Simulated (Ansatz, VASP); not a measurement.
# Nb3Sn in VASP and in Ansatz

```xyz
8
Lattice="5.3386 0.0000 0.0000 0.0000 5.3386 0.0000 0.0000 0.0000 5.3386" Properties=species:S:1:pos:R:3 pbc="T T T"
Nb    1.3346    0.0000    2.6693
Nb    2.6693    4.0039    0.0000
Nb    4.0039    0.0000    2.6693
Nb    2.6693    1.3346    0.0000
Nb    0.0000    2.6693    4.0039
Nb    0.0000    2.6693    1.3346
Sn    0.0000    0.0000    0.0000
Sn    2.6693    2.6693    2.6693
```

Alike in both runs: task single point; functional r2SCAN; k mesh 6 × 6 × 6; occupations gaussian, width 0.05 eV; no spin polarisation.

|  | VASP | Ansatz |
| --- | --- | --- |
| version | VASP 6.6.1 | Ansatz 0.2.0 |
| potentials or method | VASP PAW PBE potentials, release 64 (Nb_sv, Sn_d), cutoff 520 eV | scalar-relativistic, plane waves, PAW |
| valence electrons in the cell | 106 | 106 |

```tsv
	VASP	Ansatz	Ansatz less VASP
gap on the k mesh at the Fermi level (eV)	none	none	-
pressure (GPa)	-3.4	-3.2	+0.11
```

VASP's potentials were made for PBE, not for r2SCAN. A gap of «none» marks a metal or a gap that the smearing closes.
